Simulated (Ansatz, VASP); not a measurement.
## Os: VASP beside Ansatz

```xyz
4
Lattice="2.7047 0.0000 0.0000 -1.3524 2.3424 0.0000 0.0000 0.0000 8.8337" Properties=species:S:1:pos:R:3 pbc="T T T"
Os    0.0000    0.0000    0.0000
Os    0.0000    0.0000    4.4168
Os    0.0000    1.5616    2.2084
Os    1.3524    0.7808    6.6253
```

Alike in both runs: task relaxation of cell and atoms; functional RPBE; k mesh 13 × 13 × 4; occupations fermi-dirac, width 0.1 eV; no spin polarisation.

|  | VASP | Ansatz |
| --- | --- | --- |
| version | VASP 6.6.1 | Ansatz 0.2.0 |
| potentials or method | VASP PAW PBE potentials, release 64 (Os), cutoff 600 eV | plane waves (420 eV) with PAW, scalar-relativistic |
| valence electrons in the cell | 32 | 64 |

Ansatz gave:

* relaxed volume (Å³/atom): 14.49
* relaxed length of the cell vector where the two differ most in proportion (Å): 8.834

Problem. What did VASP give for the same quantities?

Solution. Relaxed volume (Å³/atom): 14.48; relaxed length of the cell vector where the two differ most in proportion (Å): 8.832.

VASP's potentials were made for PBE, not for RPBE. VASP's potentials hold 32 valence electrons a cell and Ansatz's 64, so a difference there can come from the potentials and not from the codes.

Neither program's run includes spin-orbit coupling. Noted on VASP's run: too few bands were computed for a metal, which touches its energy and stress.
